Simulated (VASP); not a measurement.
# ZrB2: single point with r2SCAN+D3(BJ)

Crystal: ZrB2.

```
CELL_PARAMETERS angstrom
3.14872 0.00000 0.00000
-1.57436 2.72687 0.00000
0.00000 0.00000 3.50929
ATOMIC_POSITIONS crystal
Zr 0.00000 0.00000 0.00000
B 0.33333 0.66667 0.50000
B 0.66667 0.33333 0.50000
```

```json
{
 "Program": "VASP 6.6.1",
 "Task": "single point",
 "Functional": "r2SCAN",
 "Dispersion": "D3(BJ)",
 "Potentials or basis": "VASP PAW PBE potentials, release 64 (Zr_sv, B)",
 "Cutoff": "520 eV",
 "k mesh": "10 × 10 × 8",
 "Occupations": "fermi-dirac, width 0.15 eV",
 "Spin": "no spin polarisation"
}
```

```
Pressure                   : 3.1 GPa
Band gap on the k mesh     : zero (bands 9 and 10 overlap by 0.88 eV)
Dispersion energy per atom : -0.188 eV
```

Stress tensor (GPa, compression positive):
```
2.55 0.00 0.00
0.00 2.55 0.00
0.00 0.00 4.18
```

Levels at points of the mesh, in eV from the Fermi level:
```
           k point  band 6  band 7  band 8  band 9  band 10  band 11  band 12  band 13
(0.00, 0.00, 0.00)   -2.78   -2.78   -2.67   -2.55     3.76     3.76     4.60     4.60
(0.50, 0.00, 0.00)   -9.19   -4.17   -3.27   -2.80     2.38     2.56     5.33     5.45
(0.00, 0.00, 0.50)   -7.43   -1.01   -1.01    0.42     0.42     0.92     0.92     2.09
(0.50, 0.00, 0.50)   -7.53   -4.92   -4.41   -2.17     4.14     4.37     5.72     6.75
```

It took 2.6 min on 1 thread of Intel Xeon 8259CL (shared host), peak memory 0.19 GiB.

Caveat: the cell stands under pressure; the PAW data sets were made with another functional, which shifts forces and pressure a little.
